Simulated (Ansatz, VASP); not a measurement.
## SiC: VASP beside Ansatz

POSCAR

```
SiC
1.0
    2.1846316754      2.1846316754      0.0000000000
   -2.1846316754      2.1846316754      0.0000000000
    0.0000000000      2.1846316754      2.1846316754
Si C
1 1
Direct
    0.0000000000      0.0000000000      0.0000000000
    0.7500000000      0.2500000000      0.5000000000
```

INCAR.step1

```
SYSTEM = SiC
PREC = Accurate
ENCUT = 520
ISMEAR = 0
SIGMA = 0.01
LREAL = .False.
LASPH = .True.
NELM = 100
NBANDS = 11
GGA = PE
ALGO = Normal
EDIFF = 1E-4
LWAVE = .True.
LCHARG = .False.
```

File INCAR.step2:

```
SYSTEM = SiC
PREC = Accurate
ENCUT = 520
EDIFF = 1E-6
ISMEAR = 0
SIGMA = 0.01
LREAL = .False.
LASPH = .True.
NELM = 100
ALGO = Normal
ISIF = 2
LWAVE = .False.
LCHARG = .True.
METAGGA = R2SCAN
LMIXTAU = .True.
LELF = .True.
LVHAR = .True.
NBANDS = 11
ISTART = 1
```

File KPOINTS:

```
regular mesh
0
Gamma
  10 10 10
  0 0 0
```

Input for Ansatz:

```yaml
crystal:
  lattice:
    - [2.1846316754, 2.1846316754, 0.0]
    - [-2.1846316754, 2.1846316754, 0.0]
    - [0.0, 2.1846316754, 2.1846316754]
  atoms:
    - { symbol: Si, position: [0.0, 0.0, 0.0] }
    - { symbol: C, position: [0.75, 0.25, 0.5] }
kpoints:
  mp_grid: { grid: [10, 10, 10] }
scf:
  occupations: { method: fixed }
  convergence: { dr2_threshold: 1.0e-10 }
hamiltonian:
  xc: r2scan
  pseudopotentials: { kind: paw }
output:
  forces: true
  stress: true
  eigenstates:
    kpoints:
      - [0.0, 0.0, 0.0]
      - [-0.5, 0.5, 0.0]
      - [-0.5, -0.5, -0.5]
      - [0.0, 0.0, -0.5]
      - [0.0, -0.5, -0.5]
      - [0.0, 0.5, 0.0]
      - [-0.5, 0.0, 0.0]
      - [-0.5, 0.0, -0.5]
  eigenvalues: true
```

Alike in both runs: task single point; functional r2SCAN; k mesh 10 × 10 × 10; no spin polarisation.

|  | VASP | Ansatz |
| --- | --- | --- |
| version | VASP 6.6.1 | Ansatz 0.2.0 |
| potentials or method | VASP PAW PBE potentials, release 64 (Si, C) | PAW with Ansatz's default frozen-core files, scalar-relativistic |
| plane-wave cutoff (eV) | 520 | 500 |
| occupations | gaussian, width 0.01 eV | fixed |
| valence electrons in the cell | 8 | 8 |

VASP gave:

```
gap on the k mesh at the Fermi level (eV) : 1.73
pressure (GPa)                            : -2.2
```

Q: Estimate Ansatz's values.

A: gap on the k mesh at the Fermi level (eV): 1.72; pressure (GPa): -2.0.

VASP's potentials were made for PBE, not for r2SCAN.
